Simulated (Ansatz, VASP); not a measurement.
**Two plane-wave programs on C**

The input POSCAR:

```
C
1.0
    0.0000000000      1.7801241425      1.7979253840
    1.7801241425      0.0000000000      1.7979253840
    1.7801241425      1.7801241425      0.0000000000
C
2
Direct
    0.0000000000      0.0000000000      0.0000000000
    0.2500000000      0.2500000000      0.2500000000
```

The input INCAR.step1:

```
ALGO = Normal
EDIFF = 1E-4
ENCUT = 520
GGA = PE
ISMEAR = 0
LASPH = T
LCHARG = F
LREAL = F
LWAVE = T
NBANDS = 11
NELM = 60
PREC = Accurate
SIGMA = 0.01
```

The input INCAR.step2:

```
ALGO = Normal
EDIFF = 1E-6
ENCUT = 520
ISIF = 2
ISMEAR = 0
ISTART = 1
LASPH = T
LCHARG = T
LELF = T
LMIXTAU = T
LREAL = F
LVHAR = T
LWAVE = F
METAGGA = R2SCAN
NBANDS = 11
NELM = 60
PREC = Accurate
SIGMA = 0.01
```

Contents of KPOINTS:

```
k-points
0
Gamma
  12 12 12
```

Input for Ansatz:

```yaml
crystal:
  lattice:
    - [0.0, 1.7801241425, 1.797925384]
    - [1.7801241425, 0.0, 1.797925384]
    - [1.7801241425, 1.7801241425, 0.0]
  atoms:
    - { symbol: C, position: [0.0, 0.0, 0.0] }
    - { symbol: C, position: [0.25, 0.25, 0.25] }
kpoints:
  mp_grid: { grid: [12, 12, 12] }
  band_path:
    path:
      - [0.0, 0.0, 0.0]
      - [0.5, 0.0, 0.5]
      - [0.625, 0.25, 0.625]
      - [0.375, 0.375, 0.75]
      - [0.5, 0.5, 0.5]
      - [0.5, 0.25, 0.75]
      - [0.0, 0.363281, 0.363281]
    npoints: 1
hamiltonian:
  xc: r2scan
scf:
  occupations: { method: fixed }
  n_extra_bands: 4
output:
  forces: true
  stress: true
  eigenvalues: true
```

Change from the starting cell: uniaxial_z strain +1.0%.

Alike in both runs: task single point; functional r2SCAN; k mesh 12 × 12 × 12; no spin polarisation.

```csv
,VASP,Ansatz
version,VASP 6.6.1,Ansatz 0.2.0
potentials or method,"VASP PAW PBE potentials, release 64 (C)","plane waves, PAW"
plane-wave cutoff (eV),520,500
occupations,"gaussian, width 0.01 eV",fixed
valence electrons in the cell,8,8
```

VASP gave:

```
gap on the k mesh at the Fermi level (eV)                     : 4.20
pressure (GPa)                                                : -3.3
traceless stress, the component that is largest in VASP (GPa) : -6.56
```

**Question.** Estimate Ansatz's values.

**Answer.** gap on the k mesh at the Fermi level (eV): 4.23; pressure (GPa): -4.4; traceless stress, the component that is largest in VASP (GPa): -6.57.

VASP's potentials were made for PBE, not for r2SCAN.
